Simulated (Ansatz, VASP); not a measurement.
One calculation of LuGa2Os2, two programs

```xyz
5
Lattice="0.0000 4.2355 0.0000 4.2355 0.0000 0.0000 2.1178 2.1178 -4.9213" Properties=species:S:1:pos:R:3 pbc="T T T"
Os    2.1178    4.2355   -2.4607
Os    4.2355    2.1178   -2.4607
Lu    0.0000    0.0000    0.0000
Ga    2.1178    2.1178   -1.2303
Ga    4.2355    4.2355   -3.6910
```

Alike in both runs: task single point; functional PBEsol; k mesh 5 × 5 × 5; no spin polarisation.

```csv
,VASP,Ansatz
version,VASP 6.6.1,Ansatz 0.2.0
potentials or method,"VASP PAW PBE potentials, release 64 (Os, Lu, Ga_d), cutoff 520 eV",PAW plane waves
occupations,tetrahedron,tetrahedron-uncorrected
valence electrons in the cell,67,83
```

```tsv
	VASP	Ansatz	Ansatz less VASP
gap on the k mesh at the Fermi level (eV)	none	none	-
pressure (GPa)	-2.9	-3.2	-0.21
traceless stress, the component that is largest in VASP (GPa)	2.14	2.17	+0.026
rms of the force components (eV/Å)	0.164	0.165	+0.0010
```

VASP's potentials were made for PBE, not for PBEsol. Atom by atom the forces differ by 0.001 eV/Å (rms over components). A gap of «none» marks a metal or a gap that the smearing closes. VASP's potentials hold 67 valence electrons a cell and Ansatz's 83, so a difference there can come from the potentials and not from the codes. Ansatz's warnings: band table not solved further.

Neither program's run includes spin-orbit coupling.
